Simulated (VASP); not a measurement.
# MgCd2Te3 (P3m1) in VASP: notebook

Runs on MgCd2Te3. Level: PBE. Tasks: single point, relaxation of cell and atoms.

All numbers are computed with VASP 6.6.1; they aren't measurements. Logs are shortened: lines on timing, memory, paths and dates and some standing lists are left out, and cuts for length are marked.

## (1) The cell of the first run

The structure is trigonal, space group P3m1 (No. 156). Conventional cell: a = 4.300 Å, b = 4.300 Å, c = 10.534 Å, α = 90.00°, β = 90.00°, γ = 120.00°. Within 3.5 Å of Mg (site symmetry 3m) lie 4 Te at 2.63 Å. Cd (site symmetry 3m) has 4 Te at 2.63 Å within 3.5 Å. Within 3.5 Å of Cd (site symmetry 3m) lie 4 Te at 2.63 Å. Within 3.5 Å of Te (site symmetry 3m) lie 3 Mg at 2.63 Å and 1 Cd at 2.63 Å. Te (site symmetry 3m) has 3 Cd at 2.63 Å and 1 Mg at 2.63 Å within 3.5 Å. Te (site symmetry 3m) has 4 Cd at 2.63 Å within 3.5 Å.

## (2) Single point, PBE

INCAR

```
  PREC = Accurate
  ENCUT = 520
  EDIFF = 1E-6
  ISMEAR = 0
  SIGMA = 0.1
  LREAL = False
  LASPH = True
  NELM = 100
  ALGO = Normal
  ISIF = 2
  LWAVE = False
  LCHARG = False
  GGA = PE
  NBANDS = 31
```

KPOINTS

```
regular mesh
0
Gamma
  6 6 2
```

POSCAR

```
MgCd2Te3
1.0
    4.3003172900      0.0000000000      0.0000000000
   -2.1501586500      3.7241840200      0.0000000000
    0.0000000000      0.0000000000     10.5335831000
Mg Cd Te
1 2 3
Direct
    0.3333333300      0.6666666700      0.6666666700
    0.0000000000      0.0000000000      0.0000000000
    0.6666666700      0.3333333300      0.3333333300
    0.0000000000      0.0000000000      0.7500000000
    0.3333333300      0.6666666700      0.4166666700
    0.6666666700      0.3333333300      0.0833333300
```

Potentials or basis: VASP PAW PBE potentials, release 64 (Mg, Cd, Te).

Started as:

```sh
cat potpaw_PBE.64/Mg/POTCAR potpaw_PBE.64/Cd/POTCAR potpaw_PBE.64/Te/POTCAR > POTCAR
mpirun -np 1 vasp_std > vasp.out
```

OUTCAR:

```text
PREC = Accurate
   ENCUT = 520
   EDIFF = 1E-6
   ISMEAR = 0
   LREAL = False
   LASPH = True
   NELM = 100
   ISIF = 2
   GGA = PE

 ion  position               nearest neighbor table
   1  0.333  0.667  0.667-   4 2.63   4 2.63   4 2.63   5 2.63
   2  0.000  0.000  0.000-   6 2.63   6 2.63   6 2.63   4 2.63
   3  0.667  0.333  0.333-   5 2.63   5 2.63   6 2.63   5 2.63
   4  0.000  0.000  0.750-   1 2.63   1 2.63   1 2.63   2 2.63
   5  0.333  0.667  0.417-   3 2.63   3 2.63   1 2.63   3 2.63
   6  0.667  0.333  0.083-   2 2.63   2 2.63   2 2.63   3 2.63

  LATTYP: Found a hexagonal cell.
 ALAT       =     4.3003172900
 C/A-ratio  =     2.4494897445

  Lattice vectors:

 A1 = (   4.3003172900,   0.0000000000,   0.0000000000)
 A2 = (  -2.1501586500,   3.7241840200,   0.0000000000)
 A3 = (   0.0000000000,   0.0000000000,  10.5335831000)

Analysis of symmetry for initial positions (statically):
=====================================================================
 Subroutine PRICEL returns:
 Original cell was already a primitive cell.

 Routine SETGRP: Setting up the symmetry group for a
 hexagonal supercell.

 Subroutine GETGRP returns: Found  6 space group operations
 (whereof  6 operations were pure point group operations)
 out of a pool of 24 trial point group operations.

The static configuration has the point symmetry C_3v.

Analysis of symmetry for dynamics (positions and initial velocities):
=====================================================================
 Subroutine PRICEL returns:
 Original cell was already a primitive cell.

 Routine SETGRP: Setting up the symmetry group for a
 hexagonal supercell.

 Subroutine GETGRP returns: Found  6 space group operations
 (whereof  6 operations were pure point group operations)
 out of a pool of 24 trial point group operations.

The dynamic configuration has the point symmetry C_3v.

 Subroutine INISYM returns: Found  6 space group operations
 (whereof  6 operations are pure point group operations),
 and found     1 'primitive' translations

----------------------------------------------------------------------------------------

                                     Primitive cell

  volume of cell :     168.6972

  direct lattice vectors                    reciprocal lattice vectors
     4.300317290  0.000000000  0.000000000     0.232540981  0.134257598  0.000000000
    -2.150158650  3.724184020  0.000000000     0.000000000  0.268515195  0.000000000
     0.000000000  0.000000000 10.533583100     0.000000000  0.000000000  0.094934458

  length of vectors
     4.300317290  4.300317295 10.533583100     0.268515196  0.268515195  0.094934458

  position of ions in fractional coordinates (direct lattice)
     0.333333330  0.666666670  0.666666670
     0.000000000  0.000000000  0.000000000
     0.666666670  0.333333330  0.333333330
     0.000000000  0.000000000  0.750000000
     0.333333330  0.666666670  0.416666670
     0.666666670  0.333333330  0.083333330

  ion indices of the primitive-cell ions
   primitive index   ion index
                 1           1
                 2           2
                 3           3
                 4           4
                 5           5
                 6           6

----------------------------------------------------------------------------------------

 KPOINTS: regular mesh

Automatic generation of k-mesh.
 Grid dimensions read from file:
 generate k-points for:    6    6    2

 Generating k-lattice:

  Cartesian coordinates                     Fractional coordinates (reciprocal lattice)
     0.038756830  0.022376266  0.000000000     0.166666667  0.000000000  0.000000000
     0.000000000  0.044752533  0.000000000     0.000000000  0.166666667  0.000000000
     0.000000000  0.000000000  0.047467229     0.000000000  0.000000000  0.500000000

  Length of vectors
     0.044752533  0.044752533  0.047467229

  Shift w.r.t. Gamma in fractional coordinates (k-lattice)
     0.000000000  0.000000000  0.000000000

 Subroutine IBZKPT returns following result:
 ===========================================

 Found     14 irreducible k-points:

 Following reciprocal coordinates:
            Coordinates               Weight
  0.000000  0.000000  0.000000      1.000000
  0.166667  0.000000  0.000000      6.000000
  0.333333  0.000000  0.000000      6.000000
  0.500000  0.000000  0.000000      3.000000
  0.166667  0.166667  0.000000      6.000000
  0.333333  0.166667  0.000000     12.000000
  0.333333  0.333333  0.000000      2.000000
  0.000000  0.000000  0.500000      1.000000
  0.166667  0.000000  0.500000      6.000000
  0.333333  0.000000  0.500000      6.000000
  0.500000  0.000000  0.500000      3.000000
  0.166667  0.166667  0.500000      6.000000
  0.333333  0.166667  0.500000     12.000000
  0.333333  0.333333  0.500000      2.000000
   k-points           NKPTS =     14   k-points in BZ     NKDIM =     14   number of bands    NBANDS=     31
   number of dos      NEDOS =    301   number of ions     NIONS =      6
   total plane-waves  NPLWV =  81920
   dimension x,y,z NGX =    32 NGY =   32 NGZ =   80
   dimension x,y,z NGXF=    64 NGYF=   64 NGZF=  160
   ions per type =               1   2   3
   NGX,Y,Z   is equivalent  to a cutoff of  12.37, 12.37, 12.63 a.u.
   NGXF,Y,Z  is equivalent  to a cutoff of  24.74, 24.74, 25.25 a.u.
 SYSTEM =  unknown system
   PREC   = accura    normal or accurate (medium, high low for compatibility)
   ISTART =      0    job   : 0-new  1-cont  2-samecut
   ICHARG =      2    charge: 1-file 2-atom 10-const
   ISPIN  =      1    spin polarized calculation?
   LNONCOLLINEAR =      F non collinear calculations
   LSORBIT =      F    spin-orbit coupling
   LASPH  =      T    aspherical Exc in radial PAW
   ENCUT  =  520.0 eV  38.22 Ry    6.18 a.u.   8.00  8.00 19.59*2*pi/ulx,y,z
   NELM   =    100;   NELMIN=  2; NELMDL= -5     # of ELM steps
   EDIFF  = 0.1E-05   stopping-criterion for ELM
   LREAL  =      F    real-space projection
   EDIFFG = 0.1E-04   stopping-criterion for IOM
   NSW    =      0    number of steps for IOM
   IBRION =     -1    ionic relax: 0-MD 1-quasi-New 2-CG
   NFREE  =      0    steps in history (QN), initial steepest desc. (CG)
   ISIF   =      2    stress and relaxation
   ISYM   =      2    0-nonsym 1-usesym 2-fastsym
   POTIM  = 0.5000    time-step for ionic-motion
   TEBEG  =    0.0;   TEEND  =   0.0 temperature during run
   PSTRESS=    0.0 pullay stress
   NELECT =      44.0000    total number of electrons
   NUPDOWN=      -1.0000    fix difference up-down
   EMIN   =  10.00;   EMAX   =-10.00  energy-range for DOS
   EFERMI =   0.00;   METHOD = LEGACY
   ISMEAR =     0;   SIGMA  =   0.10  broadening in eV -4-tet -1-fermi 0-gaus
   EFERMI_NEDOS =   21; number of points for ismear=-14 and -15
   IALGO  =     38    algorithm
   IMIX   =      4    mixing-type and parameters
     AMIX     =   0.40;   BMIX     =  1.00
     AMIX_MAG =   1.60;   BMIX_MAG =  1.00
  volume/ion in A,a.u.               =      28.12       189.74
  Fermi-wavevector in a.u.,A,eV,Ry     =   1.045979  1.976614 14.885766  1.094073
  Thomas-Fermi vector in A             =   2.180798
   LORBIT       =      0    0 simple, 1 ext, 2 COOP (PROOUT), +10 PAW based schemes
   GGA     = PE    functional components
   LHFCALC =     F    Hartree Fock is set to
   AEXX    =    0.0000 exact exchange contribution
   IVDW    =     0    specifies the selected vdW correction
   LEPSILON=     F    determine dielectric tensor
   LRPA    =     F    only Hartree local field effects (RPA)
 non-spin polarized calculation
 Gauss-broadening in eV      SIGMA  =   0.10
  energy-cutoff  :      520.00
  volume of cell :      168.70
 maximum number of plane-waves:      4558
 NGX is ok and might be reduce to    32
   NGX = 15   NGY = 15   NGZ = 39

 number of electron      44.0000003 magnetization

 Free energy of the ion-electron system (eV)
  ---------------------------------------------------
  ext. energy  EPLUGINS =         0.00000000
  ---------------------------------------------------
  free energy    TOTEN  =       -14.32595846 eV

  energy without entropy =      -14.32595846  energy(sigma->0) =      -14.32595846

 E-fermi :   4.5255     XC(G=0):  -9.1559

 val. band max:        4.0884376614   @ k =   0.0000   0.0000   0.0000
 cond. band min:       5.8570824993   @ k =   0.0000   0.0000   0.0000
 fundamental gap:      1.7686448379
 Fermi energy:         4.5254745232

 k-point     1 :       0.0000    0.0000    0.0000
  band No.  band energies     occupation
      1      -8.0395      2.00000
      2      -7.6280      2.00000
      3      -7.2692      2.00000
      4      -4.8410      2.00000
      5      -4.8410      2.00000
      6      -4.7859      2.00000
[... 23 lines left out ...]
     30       9.2762      0.00000
     31       9.4288      0.00000

 k-point     2 :       0.1667    0.0000    0.0000
  band No.  band energies     occupation
      1      -7.9084      2.00000
      2      -7.5429      2.00000
      3      -7.1632      2.00000
      4      -4.8072      2.00000
      5      -4.7788      2.00000
      6      -4.7642      2.00000
[... 23 lines left out ...]
     30       9.4175      0.00000
     31       9.7614      0.00000

 k-point     3 :       0.3333    0.0000    0.0000
  band No.  band energies     occupation
      1      -7.6371      2.00000
      2      -7.3758      2.00000
      3      -6.9331      2.00000
      4      -4.7474      2.00000
      5      -4.7323      2.00000
      6      -4.6663      2.00000
[... 23 lines left out ...]
     30      10.0304      0.00000
     31      10.3222      0.00000

 k-point     4 :       0.5000    0.0000    0.0000
  band No.  band energies     occupation
      1      -7.5017      2.00000
      2      -7.2944      2.00000
      3      -6.8032      2.00000
      4      -4.7238      2.00000
      5      -4.7180      2.00000
      6      -4.6316      2.00000
[... 295 lines left out ...]
     30       9.9293      0.00000
     31      10.4095      0.00000

 k-point    13 :       0.3333    0.1667    0.5000
  band No.  band energies     occupation
      1      -7.5032      2.00000
      2      -7.2957      2.00000
      3      -6.8064      2.00000
      4      -4.7263      2.00000
      5      -4.6985      2.00000
      6      -4.6719      2.00000
[... 23 lines left out ...]
     30      10.1833      0.00000
     31      10.4836      0.00000

 k-point    14 :       0.3333    0.3333    0.5000
  band No.  band energies     occupation
      1      -7.4452      2.00000
      2      -7.2510      2.00000
      3      -6.7397      2.00000
      4      -4.7112      2.00000
      5      -4.6845      2.00000
      6      -4.6777      2.00000
[... 23 lines left out ...]
     30      10.3463      0.00000
     31      10.7697      0.00000

------------------------ aborting loop because EDIFF is reached ----------------------------------------

  FORCE on cell =-STRESS in cart. coord.  units (eV):
  Direction    XX          YY          ZZ          XY          YZ          ZX
  --------------------------------------------------------------------------------------
  -------------------------------------------------------------------------------------
  Total       15.4235445     15.4235445     15.3234091     -0.0000000      0.0000000      0.0000000
  in kB      146.4829287    146.4829289    145.5319070     -0.0000002      0.0000000      0.0000000
  external PRESSURE =     146.1659215 kB  Pullay stress =       0.0000000 kB

 VOLUME and BASIS-vectors are now :
 -----------------------------------------------------------------------------
  energy-cutoff  :      520.00
  volume of cell :      168.70
      direct lattice vectors                 reciprocal lattice vectors
     4.300317290  0.000000000  0.000000000     0.232540981  0.134257598  0.000000000
    -2.150158650  3.724184020  0.000000000     0.000000000  0.268515195  0.000000000
     0.000000000  0.000000000 10.533583100     0.000000000  0.000000000  0.094934458

 POSITION                                       TOTAL-FORCE (eV/Angst)
 -----------------------------------------------------------------------------------
     -0.00000      2.48279      7.02239         0.000000     -0.000000      0.025112
      0.00000      0.00000      0.00000         0.000000      0.000000      0.012122
      2.15016      1.24139      3.51119        -0.000000      0.000000     -0.011010
      0.00000      0.00000      7.90019         0.000000     -0.000000     -0.654849
     -0.00000      2.48279      4.38899        -0.000000     -0.000000      0.608007
      2.15016      1.24139      0.87780         0.000000     -0.000000      0.020618
 -----------------------------------------------------------------------------------
    total drift:                               -0.000009      0.000005     -0.000442

  FREE ENERGIE OF THE ION-ELECTRON SYSTEM (eV)
  ---------------------------------------------------
  free  energy   TOTEN  =       -14.3259584649 eV

  energy  without entropy=      -14.3259584649  energy(sigma->0) =      -14.32595846
```

It took 38 s on 1 thread of Intel Xeon 6975P-C (Granite Rapids), shared host; peak memory 0.3 GiB.

Results:

```yaml
Free_energy: -14.3260 eV
Pressure: 14.6 GPa
Largest_force: 0.655 eV/Å
Band_gap_on_the_k_mesh: 1.77 eV
```

Forces on the atoms (eV/Å):
```
Mg   0.000  0.000  0.025
Cd   0.000  0.000  0.012
Cd   0.000  0.000 -0.011
Te   0.000  0.000 -0.655
Te   0.000  0.000  0.608
Te   0.000  0.000  0.021
```

Stress tensor (GPa, compression positive):
```
14.65  0.00  0.00
 0.00 14.65  0.00
 0.00  0.00 14.55
```

Caveat: the cell stands under pressure; spin-orbit coupling is left out, which moves the levels of the heavy elements. A k mesh can miss the band edges.

## (3) Single point, PBE

This run uses another cell than the first one, of 35.46 Å³/atom.

INCAR

```
SYSTEM = MgCd2Te3
PREC = Accurate
ENCUT = 520
EDIFF = 1E-7
ISMEAR = 0
SIGMA = 0.1
LREAL = .False.
LASPH = .True.
NELM = 80
ALGO = Normal
ISIF = 2
LWAVE = .False.
LCHARG = .False.
GGA = PE
NBANDS = 31
```

KPOINTS

```
Automatic mesh
0
Gamma
  6 6 2
  0 0 0
```

POSCAR

```
MgCd2Te3
1.0
    4.6496469687      0.0000000031      0.0000000000
   -2.3248234871      4.0267123920      0.0000000000
    0.0000000000      0.0000000000     11.3625866853
Mg Cd Te
1 2 3
Direct
    0.3333333333      0.6666666667      0.6685647424
    0.0000000000      0.0000000000     -0.0024470997
    0.6666666667      0.3333333333      0.3345272135
    0.0000000000      0.0000000000      0.7454368968
    0.3333333333      0.6666666667      0.4206321603
    0.6666666667      0.3333333333      0.0832860868
```

Potentials or basis: VASP PAW PBE potentials, release 64 (Mg, Cd, Te).

Started as:

```sh
cat potpaw_PBE.64/Mg/POTCAR potpaw_PBE.64/Cd/POTCAR potpaw_PBE.64/Te/POTCAR > POTCAR
mpirun -np 1 vasp_std > vasp.out
```

It took 63 s on 1 thread of Intel Xeon 6975P-C (Granite Rapids), shared host; peak memory 0.38 GiB.

Results (log left out):

| Item | Value |
| --- | --- |
| Free energy | -16.0094 eV |
| Pressure | 0.2 GPa |
| Largest force | 0.013 eV/Å |
| Band gap on the k mesh | 1.00 eV |

Forces on the atoms (eV/Å):
```
Mg   0.000  0.000 -0.013
Cd   0.000  0.000  0.000
Cd   0.000  0.000  0.011
Te   0.000  0.000  0.000
Te   0.000  0.000  0.012
Te   0.000  0.000 -0.010
```

Levels at points of the mesh, in eV from the valence-band top:
```csv
k point,band 20,band 21,band 22,band 23,band 24,band 25
"(0.00, 0.00, 0.00)",-0.07,0.00,0.00,1.00,2.04,2.59
"(0.50, 0.00, 0.00)",-1.36,-1.01,-0.86,2.64,2.72,2.85
"(0.00, 0.00, 0.50)",-0.32,-0.07,-0.07,1.84,1.92,2.64
"(0.50, 0.00, 0.50)",-1.34,-0.67,-0.66,2.05,2.93,3.04
```

Caveat: spin-orbit coupling is left out, which moves the levels of the heavy elements.

## (4) Single point, PBE

This run uses another cell than the first one, of 35.65 Å³/atom.

INCAR

```
SYSTEM = MgCd2Te3
PREC = Accurate
ENCUT = 520
EDIFF = 1E-7
ISMEAR = 0
SIGMA = 0.02
LREAL = .FALSE.
LASPH = .TRUE.
NELM = 80
ALGO = Normal
ISIF = 2
LWAVE = .FALSE.
LCHARG = .TRUE.
GGA = PE
LELF = .TRUE.
LVHAR = .TRUE.
NBANDS = 31
```

KPOINTS

```
regular mesh
0
G
  6 6 4
  0 0 0
```

POSCAR

```
MgCd2Te3
1.0
    4.6589095198      0.0000000000      0.0000000000
   -2.3294547599      4.0347339981      0.0000000000
    0.0000000000      0.0000000000     11.3788303584
Mg Cd Te
1 2 3
Direct
    0.3333333333      0.6666666667      0.6683871887
    0.0000000000      0.0000000000      0.9977230787
    0.6666666667      0.3333333333      0.3346437309
    0.0000000000      0.0000000000      0.7456273863
    0.3333333333      0.6666666667      0.4204132963
    0.6666666667      0.3333333333      0.0832053192
```

Started as:

```sh
cat potpaw_PBE.64/Mg/POTCAR potpaw_PBE.64/Cd/POTCAR potpaw_PBE.64/Te/POTCAR > POTCAR
mpirun -np 1 vasp_std > vasp.out
```

Wall time 1.8 min (1 thread of Intel Xeon 6975P-C (Granite Rapids), shared host); peak memory 0.42 GiB.

It converged, with:

| Quantity | Value |
| --- | --- |
| Free energy | -16.0121 eV |
| Pressure | 0.1 GPa |
| Largest force | 0.015 eV/Å |
| Band gap on the k mesh | 0.99 eV |

Forces on the atoms (eV/Å):
```
Mg   0.000  0.000 -0.003
Cd   0.000  0.000  0.001
Cd   0.000  0.000  0.002
Te   0.000  0.000 -0.013
Te   0.000  0.000  0.015
Te   0.000  0.000 -0.002
```

Levels at points of the mesh, in eV from the valence-band top:
| k point | band 20 | band 21 | band 22 | band 23 | band 24 | band 25 |
| --- | --- | --- | --- | --- | --- | --- |
| (0.00, 0.00, 0.00) | -0.07 | 0.00 | 0.00 | 0.99 | 2.02 | 2.58 |
| (0.50, 0.00, 0.00) | -1.34 | -1.00 | -0.86 | 2.65 | 2.72 | 2.84 |
| (0.00, 0.00, 0.50) | -0.32 | -0.07 | -0.07 | 1.82 | 1.91 | 2.63 |
| (0.50, 0.00, 0.50) | -1.33 | -0.66 | -0.65 | 2.05 | 2.94 | 3.04 |

Caveat: spin-orbit coupling is left out, which moves the levels of the heavy elements.

[end of part 1 of 2]
